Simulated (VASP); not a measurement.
Here is a VASP 6.6.1 calculation.

File POSCAR:

```
Cd2S
1.0
    3.9626700490      0.0000000000      0.0000000000
   -1.9813350245      3.4317729293      0.0000000000
    0.0000000000      0.0000000000      5.8091920000
Cd S
2 1
Direct
    0.3333333333      0.6666666667      0.9327170000
    0.6666666667      0.3333333333      0.5787350000
    0.3333333333      0.6666666667      0.3657050000
```

File INCAR.step1:

```
ALGO = Normal
EDIFF = 1E-5
ENCUT = 520
GGA = PE
ISIF = 2
ISMEAR = -1
LASPH = True
LCHARG = False
LREAL = False
LWAVE = True
NBANDS = 22
NELM = 60
PREC = Accurate
SIGMA = 0.05
```

Contents of INCAR.step2:

```
AEXX = 0.25
ALGO = Normal
EDIFF = 1E-6
ENCUT = 520
ISIF = 2
ISMEAR = -1
ISTART = 1
LASPH = True
LCHARG = False
LHFCALC = True
LMIXTAU = True
LREAL = False
LWAVE = False
METAGGA = R2SCAN
NBANDS = 22
NELM = 60
PREC = Accurate
PRECFOCK = Normal
SIGMA = 0.05
```

KPOINTS

```
k-points
0
Gamma
  5 5 3
```

Potentials or basis: VASP PAW PBE potentials, release 64 (Cd, S).

Launch:

```sh
$ cat potpaw_PBE.64/Cd/POTCAR potpaw_PBE.64/S/POTCAR > POTCAR
$ cp INCAR.step1 INCAR
$ mpirun -np 1 vasp_std > vasp.out
$ cp INCAR.step2 INCAR
$ mpirun -np 1 vasp_std > vasp.out
```

(1) Estimate the pressure.

(2) Predict the band gap on the k mesh.

Results:

(1) -2.2 GPa.

(2) 1.98 eV (least direct gap 2.11 eV).

Caveat: the PAW data sets were made with another functional, which shifts forces and pressure a little.
